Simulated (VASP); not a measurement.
The system is WC (sol).

```xyz
2
Lattice="2.8821 0.0000 0.0000 -1.4410 2.4959 0.0000 0.0000 0.0000 2.8239" Properties=species:S:1:pos:R:3 pbc="T T T"
W     0.0000    0.0000    0.0000
C     1.4410    0.8320    1.4119
```

| Quantity | Value |
| --- | --- |
| Program | VASP 6.6.1 |
| Task | relaxation of cell and atoms |
| Functional | PBEsol |
| Potentials or basis | VASP PAW PBE potentials, release 64 (W_sv, C) |
| Cutoff | 600 eV |
| k mesh | 18 × 18 × 14 |
| Occupations | gaussian, width 0.1 eV |
| Spin | no spin polarisation |

At the start: pressure 6.4 GPa; volume 10.16 Å³/atom.

**Question.** How do energy, volume and symmetry change on relaxing?

**Answer.** Over 8 steps the energy falls by 3.3 meV/atom and the volume is 10.32 Å³/atom (+1.6 %); space group P-6m2 (No. 187, to 0.05 Å).

Step by step:
| step | energy change (eV) | largest force (eV/Å) | pressure (GPa) | volume (Å³) |
| --- | --- | --- | --- | --- |
| 1 | 0.0000 | 0.0000 | 6.44 | 20.31 |
| 2 | 0.0401 | 0.0000 | -15.97 | 21.54 |
| 3 | -0.0065 | 0.0000 | -0.24 | 20.64 |
| 4 | -0.0065 | 0.0000 | -0.12 | 20.63 |
| 5 | -0.0065 | 0.0000 | 0.17 | 20.63 |
| 6 | -0.0067 | 0.0000 | 0.02 | 20.63 |
| 7 | -0.0067 | 0.0000 | 0.02 | 20.63 |
| 8 | -0.0067 | 0.0000 | 0.02 | 20.63 |

Final structure:
```cif
data_structure
_symmetry_space_group_name_H-M 'P 1'
_symmetry_Int_Tables_number 1
_cell_length_a 2.9008
_cell_length_b 2.9008
_cell_length_c 2.8311
_cell_angle_alpha 90.000
_cell_angle_beta 90.000
_cell_angle_gamma 120.000
_cell_volume 20.63
loop_
_atom_site_label
_atom_site_type_symbol
_atom_site_fract_x
_atom_site_fract_y
_atom_site_fract_z
_atom_site_occupancy
W1 W 0.00000 0.00000 0.00000 1
C1 C 0.66667 0.33333 0.50000 1
```

Caveat: the PAW data sets were made with another functional, which shifts forces and pressure a little.
